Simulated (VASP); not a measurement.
# CoBi (rocksalt type) in VASP: further runs, part 2 of 2

VASP 6.6.1.

### 3 Electric field gradients, PBE, collinear spin, ferromagnetic start (atom 1 (Co) moved by [0.08, 0.0, 0.0] A)

File INCAR:

```
SYSTEM = CoBi
PREC = Accurate
ENCUT = 520
EDIFF = 1E-8
ISMEAR = -1
SIGMA = 0.05
LREAL = .FALSE.
LASPH = .TRUE.
NELM = 150
ALGO = Normal
ISIF = 2
LWAVE = .FALSE.
LCHARG = .FALSE.
ISPIN = 2
MAGMOM = 2 0
LORBIT = 11
LMAXMIX = 4
GGA = PE
LEFG = .TRUE.
NBANDS = 23
```

File KPOINTS:

```
Automatic mesh
0
G
  13 13 13
  0 0 0
```

File POSCAR:

```
CoBi
1.0
    0.0000000000      2.7003338955      2.7003338955
    2.7003338955      0.0000000000      2.7003338955
    2.7003338955      2.7003338955      0.0000000000
Co Bi
1 1
Direct
   -0.0148129830      0.0148129830      0.0148129830
    0.5000000000      0.5000000000      0.5000000000
```

Potentials or basis: VASP PAW PBE potentials, release 64 (Co, Bi_d).

Launch:

```bash
> cat potpaw_PBE.64/Co/POTCAR potpaw_PBE.64/Bi_d/POTCAR > POTCAR
> mpirun -np 1 vasp_std > vasp.out
```

OUTCAR:

```text
SYSTEM = CoBi
   PREC = Accurate
   ENCUT = 520
   EDIFF = 1E-8
   ISMEAR = -1
   LREAL = .FALSE.
   LASPH = .TRUE.
   NELM = 150
   ISIF = 2
   ISPIN = 2
   LORBIT = 11
   GGA = PE

 ion  position               nearest neighbor table
   1  0.985  0.015  0.015-   2 2.62   2 2.70   2 2.70   2 2.70   2 2.70   2 2.78
   2  0.500  0.500  0.500-   1 2.62   1 2.70   1 2.70   1 2.70   1 2.70   1 2.78

  LATTYP: Found a face centered cubic cell.
 ALAT       =     5.4006677910

  Lattice vectors:

 A1 = (   0.0000000000,   2.7003338955,   2.7003338955)
 A2 = (   2.7003338955,   0.0000000000,   2.7003338955)
 A3 = (   2.7003338955,   2.7003338955,   0.0000000000)

Analysis of symmetry for initial positions (statically):
=====================================================================
 Subroutine PRICEL returns:
 Original cell was already a primitive cell.

 Routine SETGRP: Setting up the symmetry group for a
 face centered cubic supercell.

 Subroutine GETGRP returns: Found  8 space group operations
 (whereof  8 operations were pure point group operations)
 out of a pool of 48 trial point group operations.

The static configuration has the point symmetry C_4v.

Analysis of symmetry for dynamics (positions and initial velocities):
=====================================================================
 Subroutine PRICEL returns:
 Original cell was already a primitive cell.

 Routine SETGRP: Setting up the symmetry group for a
 face centered cubic supercell.

 Subroutine GETGRP returns: Found  8 space group operations
 (whereof  8 operations were pure point group operations)
[... 1431 lines left out ...]
  -------------------------------------------------------------------------------------
  Total        0.1934142     -0.0339103     -0.0339103      0.0000000     -0.0000000      0.0000000
  in kB        7.8689466     -1.3796223     -1.3796223      0.0000000     -0.0000000      0.0000000
  external PRESSURE =       1.7032340 kB  Pullay stress =       0.0000000 kB

 VOLUME and BASIS-vectors are now :
 -----------------------------------------------------------------------------
  energy-cutoff  :      520.00
  volume of cell :       39.38
      direct lattice vectors                 reciprocal lattice vectors
     0.000000000  2.700333896  2.700333896    -0.185162287  0.185162287  0.185162287
     2.700333896  0.000000000  2.700333896     0.185162287 -0.185162287  0.185162287
     2.700333896  2.700333896  0.000000000     0.185162287  0.185162287 -0.185162287

 POSITION                                       TOTAL-FORCE (eV/Angst)
 -----------------------------------------------------------------------------------
      0.08000      2.70033      2.70033        -0.251122      0.000000      0.000000
      2.70033      2.70033      2.70033         0.251122      0.000000      0.000000
 -----------------------------------------------------------------------------------
    total drift:                               -0.000315     -0.000000     -0.000001

  FREE ENERGIE OF THE ION-ELECTRON SYSTEM (eV)
  ---------------------------------------------------
  free  energy   TOTEN  =        -9.8380431797 eV

  energy  without entropy=       -9.8219674457  energy(sigma->0) =       -9.83000531

 Electric field gradients (V/A^2)
---------------------------------------------------------------------
 ion       V_xx      V_yy      V_zz      V_xy      V_xz      V_yz
---------------------------------------------------------------------
   1      -0.776     0.388     0.388    -0.000    -0.000    -0.000
   2     -11.723     5.862     5.862    -0.001    -0.001    -0.001
---------------------------------------------------------------------

 Electric field gradients after diagonalization (V/A^2)
 (convention: |V_zz| > |V_xx| > |V_yy|)
----------------------------------------------------------------------
 ion       V_xx      V_yy      V_zz     asymmetry (V_yy - V_xx)/ V_zz
----------------------------------------------------------------------
   1       0.388     0.388    -0.776       0.000
   2       5.863     5.860   -11.723       0.000
----------------------------------------------------------------------

           NMR quadrupolar parameters

 Cq : quadrupolar parameter    Cq=e*Q*V_zz/h
 eta: asymmetry parameters     (V_yy - V_xx)/ V_zz
 Q  : nuclear electric quadrupole moment in mb (millibarn)
----------------------------------------------------------------------
 ion       Cq(MHz)       eta       Q (mb)
----------------------------------------------------------------------
   1      -0.002       0.000       1.000
   2      -0.028       0.000       1.000
----------------------------------------------------------------------

 total charge

# of ion       s       p       d       tot
------------------------------------------
    1        0.399   0.282   7.488   8.169
    2        1.459   1.489   9.948  12.896
--------------------------------------------------
tot          1.858   1.771  17.437  21.065

 magnetization (x)

# of ion       s       p       d       tot
------------------------------------------
    1        0.023   0.002   0.543   0.568
    2        0.010  -0.046   0.005  -0.031
--------------------------------------------------
tot          0.033  -0.044   0.549   0.537
```

OSZICAR:

```text
N       E                     dE             d eps       ncg     rms          rms(c)
DAV:   1     0.207388789208E+03    0.20739E+03   -0.11249E+04 18245   0.131E+03
DAV:   2     0.621426893644E+01   -0.20117E+03   -0.19305E+03 18508   0.339E+02
DAV:   3    -0.979545037758E+01   -0.16010E+02   -0.15830E+02 21525   0.995E+01
DAV:   4    -0.102493688625E+02   -0.45392E+00   -0.45363E+00 21737   0.172E+01
DAV:   5    -0.102725678262E+02   -0.23199E-01   -0.23198E-01 26561   0.356E+00    0.752E+00
DAV:   6    -0.126179730010E+02   -0.23454E+01   -0.21848E+01 22121   0.387E+01    0.172E+01
DAV:   7    -0.981626992573E+01    0.28017E+01   -0.11399E+01 20874   0.302E+01    0.173E+00
DAV:   8    -0.983699156948E+01   -0.20722E-01   -0.20205E-01 23696   0.314E+00    0.113E+00
DAV:   9    -0.983796394301E+01   -0.97237E-03   -0.23914E-02 27537   0.114E+00    0.432E-01
DAV:  10    -0.983810555124E+01   -0.14161E-03   -0.52534E-03 27047   0.456E-01    0.151E-01
DAV:  11    -0.983803538646E+01    0.70165E-04   -0.51383E-04 27778   0.179E-01    0.341E-02
DAV:  12    -0.983805115300E+01   -0.15767E-04   -0.56220E-05 24620   0.512E-02    0.291E-02
DAV:  13    -0.983804433194E+01    0.68211E-05   -0.54243E-06 27386   0.131E-02    0.895E-03
DAV:  14    -0.983804349000E+01    0.84195E-06   -0.19198E-06 24407   0.922E-03    0.425E-03
DAV:  15    -0.983804313899E+01    0.35100E-06   -0.25791E-07 23003   0.378E-03    0.148E-03
DAV:  16    -0.983804316229E+01   -0.23296E-07   -0.25628E-08 19972   0.115E-03    0.712E-04
DAV:  17    -0.983804318566E+01   -0.23367E-07   -0.11675E-08 13005   0.581E-04    0.134E-04
DAV:  18    -0.983804317972E+01    0.59404E-08   -0.16136E-09 11872   0.280E-04
   1 F= -.98380432E+01 E0= -.98300053E+01  d E =-.160757E-01  mag=     0.5228
```

Wall time 5.8 min (1 thread of Intel Xeon Platinum 8259CL at 2.50GHz (Skylake/Cascade Lake), shared host); peak memory 0.38 GiB.

Results:

```
Free energy                                           : -9.8380 eV
Pressure                                              : 0.2 GPa
Largest force                                         : 0.251 eV/Å
Net moment                                            : 0.52 μB per cell
Site moments                                          : Co +0.57; Bi -0.03 μB
Largest electric field gradient by atom               : Co -0.8; Bi -11.7 V/Å²
Valence electrons inside the program's atomic spheres : Co 8.17; Bi 12.90
```

Forces in eV/Å, atoms in the order of the input:
```
Co  -0.251  0.000  0.000
Bi   0.251  0.000  0.000
```

Stress tensor (GPa, compression positive):
```
 0.79  0.00  0.00
 0.00 -0.14  0.00
 0.00  0.00 -0.14
```

Electric field gradients, principal values (V/Å²):
```tsv
atom	least	middle	greatest (by size)
1 Co	0.388	0.388	-0.776
2 Bi	5.860	5.863	-11.723
```

Caveat: the cell differs from its parent crystal (atom 1 (Co) moved by [0.08, 0.0, 0.0] A); without QUAD_EFG the Cq values of the log hold for a quadrupole moment of 1 mb, not for the nuclei.
